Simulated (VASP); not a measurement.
# InP (F-43m) in VASP: settings compared

The runs below take InP through relaxation of cell and atoms, single point, with revPBE, PBE, r2SCAN.

Program: VASP 6.6.1. These are calculated values, not measurements. Logs are shortened: lines on timing, memory, paths and dates and some standing lists are left out, and cuts for length are marked.

## (1) The cell of the first run

Symmetry: F-43m, No. 216, cubic system. The conventional cell has a = 5.861 Å, b = 5.861 Å, c = 5.861 Å, α = 90.00°, β = 90.00°, γ = 90.00°. In (site symmetry -43m) has 4 P at 2.54 Å within 3.3 Å. P (site symmetry -43m) has 4 In at 2.54 Å within 3.3 Å.

## (2) Relaxation of cell and atoms, revPBE

File INCAR:

```
SYSTEM = InP
ALGO     = Normal         ! electronic algorithm
EDIFF    = 1E-6           ! SCF threshold, eV
EDIFFG   = -0.005         ! ionic threshold
ENCUT    = 600            ! plane-wave cutoff, eV
GGA      = RE             ! functional
IBRION   = 2              ! ionic algorithm
ISIF     = 3              ! what is computed and relaxed
ISMEAR   = -1             ! smearing method
LASPH    = .True.         ! aspherical terms in the spheres
LCHARG   = .False.        ! write CHGCAR
LREAL    = .False.        ! projectors in reciprocal space
LWAVE    = .False.        ! write WAVECAR
NELM     = 80             ! most SCF steps
NSW      = 80             ! ionic steps
PREC     = Accurate       ! precision mode
SIGMA    = 0.05           ! smearing width, eV
```

File KPOINTS:

```
k-points
0
Gamma
  8 8 8
  0 0 0
```

File POSCAR:

```
InP
1.0
    0.0000000000      2.9305000000      2.9305000000
    2.9305000000      0.0000000000      2.9305000000
    2.9305000000      2.9305000000      0.0000000000
In P
1 1
Direct
    0.0000000000      0.0000000000      0.0000000000
    0.7500000000      0.7500000000      0.7500000000
```

Potentials or basis: VASP PAW PBE potentials, release 64 (In_d, P).

Command:

```
> cat potpaw_PBE.64/In_d/POTCAR potpaw_PBE.64/P/POTCAR > POTCAR
> mpirun -np 1 vasp_std > vasp.out
```

OUTCAR:

```text
SYSTEM = InP
   EDIFF = 1E-6
   EDIFFG = -0.005
   ENCUT = 600
   GGA = RE
   IBRION = 2
   ISIF = 3
   ISMEAR = -1
   LASPH = .True.
   LREAL = .False.
   NELM = 80
   NSW = 80
   PREC = Accurate

 ion  position               nearest neighbor table
   1  0.000  0.000  0.000-   2 2.54   2 2.54   2 2.54   2 2.54
   2  0.750  0.750  0.750-   1 2.54   1 2.54   1 2.54   1 2.54

  LATTYP: Found a face centered cubic cell.
 ALAT       =     5.8610000000

  Lattice vectors:

 A1 = (   0.0000000000,   2.9305000000,   2.9305000000)
 A2 = (   2.9305000000,   0.0000000000,   2.9305000000)
 A3 = (   2.9305000000,   2.9305000000,   0.0000000000)

Analysis of symmetry for initial positions (statically):
=====================================================================
 Subroutine PRICEL returns:
 Original cell was already a primitive cell.

 Routine SETGRP: Setting up the symmetry group for a
 face centered cubic supercell.

 Subroutine GETGRP returns: Found 24 space group operations
 (whereof 24 operations were pure point group operations)
 out of a pool of 48 trial point group operations.

The static configuration has the point symmetry T_d .

Analysis of symmetry for dynamics (positions and initial velocities):
=====================================================================
 Subroutine PRICEL returns:
 Original cell was already a primitive cell.

 Routine SETGRP: Setting up the symmetry group for a
 face centered cubic supercell.

 Subroutine GETGRP returns: Found 24 space group operations
 (whereof 24 operations were pure point group operations)
 out of a pool of 48 trial point group operations.

The dynamic configuration has the point symmetry T_d .

 Subroutine INISYM returns: Found 24 space group operations
 (whereof 24 operations are pure point group operations),
 and found     1 'primitive' translations

----------------------------------------------------------------------------------------

                                     Primitive cell

  volume of cell :      50.3333

  direct lattice vectors                    reciprocal lattice vectors
     0.000000000  2.930500000  2.930500000    -0.170619348  0.170619348  0.170619348
     2.930500000  0.000000000  2.930500000     0.170619348 -0.170619348  0.170619348
     2.930500000  2.930500000  0.000000000     0.170619348  0.170619348 -0.170619348

  length of vectors
     4.144352845  4.144352845  4.144352845     0.295521380  0.295521380  0.295521380

  position of ions in fractional coordinates (direct lattice)
     0.000000000  0.000000000  0.000000000
     0.750000000  0.750000000  0.750000000

  ion indices of the primitive-cell ions
   primitive index   ion index
                 1           1
                 2           2

----------------------------------------------------------------------------------------

 KPOINTS: k-points

Automatic generation of k-mesh.
 Grid dimensions read from file:
 generate k-points for:    8    8    8

 Generating k-lattice:

  Cartesian coordinates                     Fractional coordinates (reciprocal lattice)
    -0.021327419  0.021327419  0.021327419     0.125000000  0.000000000  0.000000000
     0.021327419 -0.021327419  0.021327419     0.000000000  0.125000000  0.000000000
     0.021327419  0.021327419 -0.021327419     0.000000000  0.000000000  0.125000000

  Length of vectors
     0.036940172  0.036940172  0.036940172

  Shift w.r.t. Gamma in fractional coordinates (k-lattice)
     0.000000000  0.000000000  0.000000000

 Subroutine IBZKPT returns following result:
 ===========================================

 Found     29 irreducible k-points:

 Following reciprocal coordinates:
            Coordinates               Weight
  0.000000  0.000000  0.000000      1.000000
  0.125000  0.000000  0.000000      8.000000
  0.250000  0.000000  0.000000      8.000000
  0.375000  0.000000  0.000000      8.000000
  0.500000  0.000000  0.000000      4.000000
  0.125000  0.125000  0.000000      6.000000
[... 16 lines left out ...]
  0.500000  0.250000  0.125000     48.000000
 -0.375000  0.250000  0.125000     24.000000
 [... further k-points ...]
   k-points           NKPTS =     29   k-points in BZ     NKDIM =     29   number of bands    NBANDS=     13
   number of dos      NEDOS =    301   number of ions     NIONS =      2
   total plane-waves  NPLWV =  46656
   dimension x,y,z NGX =    36 NGY =   36 NGZ =   36
   dimension x,y,z NGXF=    72 NGYF=   72 NGZF=   72
   ions per type =               1   1
   NGX,Y,Z   is equivalent  to a cutoff of  14.44, 14.44, 14.44 a.u.
   NGXF,Y,Z  is equivalent  to a cutoff of  28.88, 28.88, 28.88 a.u.
 SYSTEM =  InP
   PREC   = accura    normal or accurate (medium, high low for compatibility)
   ISTART =      0    job   : 0-new  1-cont  2-samecut
   ICHARG =      2    charge: 1-file 2-atom 10-const
   ISPIN  =      1    spin polarized calculation?
   LNONCOLLINEAR =      F non collinear calculations
   LSORBIT =      F    spin-orbit coupling
   LASPH  =      T    aspherical Exc in radial PAW
   ENCUT  =  600.0 eV  44.10 Ry    6.64 a.u.   8.28  8.28  8.28*2*pi/ulx,y,z
   NELM   =     80;   NELMIN=  2; NELMDL= -5     # of ELM steps
   EDIFF  = 0.1E-05   stopping-criterion for ELM
   LREAL  =      F    real-space projection
   EDIFFG = -.5E-02   stopping-criterion for IOM
   NSW    =     80    number of steps for IOM
   IBRION =      2    ionic relax: 0-MD 1-quasi-New 2-CG
   NFREE  =      1    steps in history (QN), initial steepest desc. (CG)
   ISIF   =      3    stress and relaxation
   ISYM   =      2    0-nonsym 1-usesym 2-fastsym
   POTIM  = 0.5000    time-step for ionic-motion
   TEBEG  =    0.0;   TEEND  =   0.0 temperature during run
   PSTRESS=    0.0 pullay stress
   NELECT =      18.0000    total number of electrons
   NUPDOWN=      -1.0000    fix difference up-down
   EMIN   =  10.00;   EMAX   =-10.00  energy-range for DOS
   EFERMI =   0.00;   METHOD = LEGACY
   ISMEAR =    -1;   SIGMA  =   0.05  broadening in eV -4-tet -1-fermi 0-gaus
   EFERMI_NEDOS =   21; number of points for ismear=-14 and -15
   IALGO  =     38    algorithm
   IMIX   =      4    mixing-type and parameters
     AMIX     =   0.40;   BMIX     =  1.00
     AMIX_MAG =   1.60;   BMIX_MAG =  1.00
  volume/ion in A,a.u.               =      25.17       169.83
  Fermi-wavevector in a.u.,A,eV,Ry     =   1.162021  2.195901 18.371846  1.350293
  Thomas-Fermi vector in A             =   2.298587
   LORBIT       =      0    0 simple, 1 ext, 2 COOP (PROOUT), +10 PAW based schemes
   GGA     = RE    functional components
   LHFCALC =     F    Hartree Fock is set to
   AEXX    =    0.0000 exact exchange contribution
   IVDW    =     0    specifies the selected vdW correction
   LEPSILON=     F    determine dielectric tensor
   LRPA    =     F    only Hartree local field effects (RPA)
 conjugate gradient relaxation of ions
 non-spin polarized calculation
  energy-cutoff  :      600.00
  volume of cell :       50.33
 maximum number of plane-waves:      1700
 NGX is ok and might be reduce to    36
   NGX = 17   NGY = 17   NGZ = 17

--------------------------------------- Ionic step        1  -------------------------------------------

 number of electron      17.9999998 magnetization

 Free energy of the ion-electron system (eV)
  ---------------------------------------------------
  ext. energy  EPLUGINS =         0.00000000
  ---------------------------------------------------
  free energy    TOTEN  =        -7.79108629 eV

  energy without entropy =       -7.79108419  energy(sigma->0) =       -7.79108524

------------------------ aborting loop because EDIFF is reached ----------------------------------------

  FORCE on cell =-STRESS in cart. coord.  units (eV):
  Direction    XX          YY          ZZ          XY          YZ          ZX
  --------------------------------------------------------------------------------------
  -------------------------------------------------------------------------------------
  Total        1.4487938      1.4487938      1.4487938      0.0000000      0.0000000      0.0000000
  in kB       46.1171007     46.1171007     46.1171007      0.0000000      0.0000000      0.0000000
  external PRESSURE =      46.1171007 kB  Pullay stress =       0.0000000 kB

 VOLUME and BASIS-vectors are now :
 -----------------------------------------------------------------------------
  energy-cutoff  :      600.00
  volume of cell :       50.33
      direct lattice vectors                 reciprocal lattice vectors
     0.000000000  2.930500000  2.930500000    -0.170619348  0.170619348  0.170619348
     2.930500000  0.000000000  2.930500000     0.170619348 -0.170619348  0.170619348
     2.930500000  2.930500000  0.000000000     0.170619348  0.170619348 -0.170619348
[... 37 lines left out ...]
 POSITION                                       TOTAL-FORCE (eV/Angst)
 -----------------------------------------------------------------------------------
      0.00000      0.00000      0.00000         0.000000      0.000000     -0.000000
      4.54937      4.54937      4.54937        -0.000000     -0.000000      0.000000
 -----------------------------------------------------------------------------------
    total drift:                                0.000000      0.000000      0.000000

  FREE ENERGIE OF THE ION-ELECTRON SYSTEM (eV)
  ---------------------------------------------------
  free  energy   TOTEN  =        -7.8306149817 eV

  energy  without entropy=       -7.8303790610  energy(sigma->0) =       -7.83049702

--------------------------------------- Ionic step        3  -------------------------------------------

 number of electron      18.0000001 magnetization

 Free energy of the ion-electron system (eV)
  ---------------------------------------------------
  ext. energy  EPLUGINS =         0.00000000
  ---------------------------------------------------
  free energy    TOTEN  =        -7.84046264 eV

  energy without entropy =       -7.84040290  energy(sigma->0) =       -7.84043277

 E-fermi :   4.7742     XC(G=0):  -8.8398

 val. band max:        4.5276397799   @ k =   0.0000   0.0000   0.0000
 cond. band min:       4.9530841298   @ k =   0.0000   0.0000   0.0000
 fundamental gap:      0.4254443499
 Fermi energy:         4.7741865511

 k-point     1 :       0.0000    0.0000    0.0000
  band No.  band energies     occupation
      1      -9.5527      2.00000
      2      -9.5527      2.00000
      3      -9.5527      2.00000
      4      -9.4342      2.00000
      5      -9.4342      2.00000
      6      -6.5089      2.00000
      7       4.5276      1.98566
      8       4.5276      1.98566
      9       4.5276      1.98566
     10       4.9531      0.05435
     11       8.6467      0.00000
     12       8.6467      0.00000
     13       8.6467      0.00000

 k-point     2 :       0.1250    0.0000    0.0000
  band No.  band energies     occupation
      1      -9.5663      2.00000
      2      -9.5469      2.00000
      3      -9.5469      2.00000
      4      -9.4341      2.00000
      5      -9.4341      2.00000
      6      -6.3503      2.00000
      7       3.0015      2.00000
      8       4.3642      1.99945
      9       4.3642      1.99945
     10       5.9716      0.00000
     11       8.7651      0.00000
[... 339 lines left out ...]
 k-point    24 :      -0.3750    0.2500    0.1250
  band No.  band energies     occupation
      1      -9.6530      2.00000
      2      -9.5146      2.00000
      3      -9.4993      2.00000
      4      -9.4375      2.00000
      5      -9.4238      2.00000
      6      -4.7359      2.00000
      7      -0.6735      2.00000
      8       2.0961      2.00000
      9       3.0751      2.00000
     10       7.5366      0.00000
     11       8.8151      0.00000
     12      10.2933      0.00000
     13      11.6076      0.00000

 [... further k-points ...]

------------------------ aborting loop because EDIFF is reached ----------------------------------------

  FORCE on cell =-STRESS in cart. coord.  units (eV):
  Direction    XX          YY          ZZ          XY          YZ          ZX
  --------------------------------------------------------------------------------------
  -------------------------------------------------------------------------------------
  Total        0.0056353      0.0056353      0.0056353      0.0000000      0.0000000      0.0000000
  in kB        0.1672294      0.1672294      0.1672294      0.0000000      0.0000000      0.0000000
  external PRESSURE =       0.1672294 kB  Pullay stress =       0.0000000 kB

 VOLUME and BASIS-vectors are now :
 -----------------------------------------------------------------------------
  energy-cutoff  :      600.00
  volume of cell :       53.99
      direct lattice vectors                 reciprocal lattice vectors
    -0.000000000  2.999824825  2.999824825    -0.166676399  0.166676399  0.166676399
     2.999824825 -0.000000000  2.999824825     0.166676399 -0.166676399  0.166676399
     2.999824825  2.999824825  0.000000000     0.166676399  0.166676399 -0.166676399

 POSITION                                       TOTAL-FORCE (eV/Angst)
 -----------------------------------------------------------------------------------
      0.00000      0.00000      0.00000         0.000000      0.000000      0.000000
      4.49974      4.49974      4.49974         0.000000     -0.000000     -0.000000
 -----------------------------------------------------------------------------------
    total drift:                                0.000000      0.000000      0.000000

  FREE ENERGIE OF THE ION-ELECTRON SYSTEM (eV)
  ---------------------------------------------------
  free  energy   TOTEN  =        -7.8404626438 eV

  energy  without entropy=       -7.8404028992  energy(sigma->0) =       -7.84043277

 reached required accuracy - stopping structural energy minimisation
```

Wall time 98 s (1 thread of Intel Xeon 8259CL, shared host); peak memory 0.22 GiB.

What came out:

- Free energy: -7.8405 eV
- Relaxed volume: 27.00 Å³/atom
- Relaxed cell: a = 4.242 Å, b = 4.242 Å, c = 4.242 Å, α = 60.00°, β = 60.00°, γ = 60.00°
- Space group after relaxing (to 0.1 Å): F-43m (No. 216)
- Energy gained by relaxing: 24.7 meV/atom
- Ionic steps: 3
- Pressure after relaxing: 0.0 GPa
- Band gap on the k mesh: 0.43 eV

The path:
| step | energy change (eV) | largest force (eV/Å) | pressure (GPa) | volume (Å³) |
| --- | --- | --- | --- | --- |
| 1 | 0.0000 | 0.0000 | 4.61 | 50.33 |
| 2 | -0.0395 | 0.0000 | -1.69 | 55.80 |
| 3 | -0.0494 | 0.0000 | 0.02 | 53.99 |

Final structure:
```
In P
1.0
     0.00000    2.99982    2.99982
     2.99982    0.00000    2.99982
     2.99982    2.99982    0.00000
In P
1 1
Direct
  0.00000 0.00000 0.00000
  0.75000 0.75000 0.75000
```

Levels at points of the mesh, in eV from the valence-band top:
```csv
k point,band 7,band 8,band 9,band 10,band 11,band 12
"(0.00, 0.00, 0.00)",0.00,0.00,0.00,0.43,4.12,4.12
"(0.50, 0.00, 0.00)",-5.34,-0.87,-0.87,1.41,4.83,4.83
"(0.50, 0.50, 0.00)",-5.42,-2.08,-2.08,1.97,2.32,8.91
```

Caveat: the PAW data sets were made with another functional, which shifts forces and pressure a little; spin-orbit coupling is left out, which moves the levels of the heavy elements. revPBE gives volumes clearly too large for solids.

## (3) Relaxation of cell and atoms, PBE

File INCAR:

```
SYSTEM = InP
PREC = Accurate ; ENCUT = 600
EDIFF = 1E-7 ; ISMEAR = -1
SIGMA = 0.05 ; LREAL = .False.
LASPH = .True. ; NELM = 100
ALGO = Normal ; ISIF = 3
LWAVE = .False. ; LCHARG = .False.
GGA = PE ; IBRION = 2
NSW = 80 ; EDIFFG = -0.02
```

File KPOINTS:

```
regular mesh
0
Gamma
  8 8 8
  0 0 0
```

POSCAR is that of step 2.

Potentials or basis: VASP PAW PBE potentials, release 64 (In_d, P).

Command:

```
> cat potpaw_PBE.64/In_d/POTCAR potpaw_PBE.64/P/POTCAR > POTCAR
> mpirun -np 1 vasp_std > vasp.out
```

OUTCAR:

```text
SYSTEM = InP
   PREC = Accurate
   ENCUT = 600
   EDIFF = 1E-7
   ISMEAR = -1
   LREAL = .False.
   LASPH = .True.
   NELM = 100
   ISIF = 3
   GGA = PE
   IBRION = 2
   NSW = 80
   EDIFFG = -0.02

 ion  position               nearest neighbor table
   1  0.000  0.000  0.000-   2 2.54   2 2.54   2 2.54   2 2.54
   2  0.750  0.750  0.750-   1 2.54   1 2.54   1 2.54   1 2.54

  LATTYP: Found a face centered cubic cell.
 ALAT       =     5.8610000000

  Lattice vectors:

 A1 = (   0.0000000000,   2.9305000000,   2.9305000000)
 A2 = (   2.9305000000,   0.0000000000,   2.9305000000)
 A3 = (   2.9305000000,   2.9305000000,   0.0000000000)

Analysis of symmetry for initial positions (statically):
=====================================================================
 Subroutine PRICEL returns:
[... 268 lines left out ...]
      6      -6.5264      2.00000
      7       4.6644      1.98766
      8       4.6644      1.98766
      9       4.6644      1.98766
     10       5.1066      0.04539
     11       8.7531      0.00000
     12       8.7531      0.00000
     13       8.7531      0.00000
[... 354 lines left out ...]
  band No.  band energies     occupation
      1      -9.5431      2.00000
      2      -9.3921      2.00000
      3      -9.3753      2.00000
      4      -9.3084      2.00000
      5      -9.2933      2.00000
      6      -4.6696      2.00000
      7      -0.6601      2.00000
      8       2.1384      2.00000
      9       3.1522      2.00000
     10       7.6876      0.00000
     11       8.8723      0.00000
     12      10.4362      0.00000
     13      11.7405      0.00000

 [... further k-points ...]

------------------------ aborting loop because EDIFF is reached ----------------------------------------

  FORCE on cell =-STRESS in cart. coord.  units (eV):
  Direction    XX          YY          ZZ          XY          YZ          ZX
  --------------------------------------------------------------------------------------
  -------------------------------------------------------------------------------------
  Total        0.0025277      0.0025277      0.0025277      0.0000000      0.0000000     -0.0000000
  in kB        0.0765857      0.0765857      0.0765857      0.0000000      0.0000000     -0.0000000
  external PRESSURE =       0.0765857 kB  Pullay stress =       0.0000000 kB
[... 17 lines left out ...]
  FREE ENERGIE OF THE ION-ELECTRON SYSTEM (eV)
  ---------------------------------------------------
  free  energy   TOTEN  =        -8.4059756604 eV

  energy  without entropy=       -8.4059245347  energy(sigma->0) =       -8.40595010

 reached required accuracy - stopping structural energy minimisation
```

CONTCAR:

```text
InP
   1.00000000000000
    -0.0000000000000000    2.9791127454627242    2.9791127454627242
     2.9791127454627242    0.0000000000000000    2.9791127454627242
     2.9791127454627242    2.9791127454627242   -0.0000000000000000
  In              P
     1     1
Direct
     0.0000000000000000    0.0000000000000000    0.0000000000000000
     0.7500000000000000    0.7500000000000000    0.7500000000000000

  0.00000000E+00  0.00000000E+00  0.00000000E+00
  0.00000000E+00  0.00000000E+00  0.00000000E+00
```

It took 1.9 min on 1 thread of Intel Xeon 8259CL, shared host; peak memory 0.23 GiB.

Results:

```yaml
Free_energy: -8.4060 eV
Relaxed_volume: 26.44 Å³/atom
Relaxed_cell: a = 4.213 Å, b = 4.213 Å, c = 4.213 Å, α = 60.00°, β = 60.00°, γ = 60.00°
Space_group_after_relaxing_to_0.1_Å: F-43m (No. 216)
Energy_gained_by_relaxing: 12.6 meV/atom
Ionic_steps: 3
Pressure_after_relaxing: 0.0 GPa
Band_gap_on_the_k_mesh: 0.44 eV
```

The path:
```
step  energy change (eV)  largest force (eV/Å)  pressure (GPa)  volume (Å³)
   1              0.0000                0.0000            3.31        50.33
   2             -0.0191                0.0000           -1.40        54.22
   3             -0.0251                0.0000            0.01        52.88
```

Final structure:
```yaml
crystal:
  lattice:
    - [0.00000, 2.97911, 2.97911]
    - [2.97911, 0.00000, 2.97911]
    - [2.97911, 2.97911, 0.00000]
  atoms:
    - { symbol: In, position: [0.00000, 0.00000, 0.00000] }
    - { symbol: P, position: [0.75000, 0.75000, 0.75000] }
```

Caveat: spin-orbit coupling is left out, which moves the levels of the heavy elements.

(Part 1 of 2 ends here.)
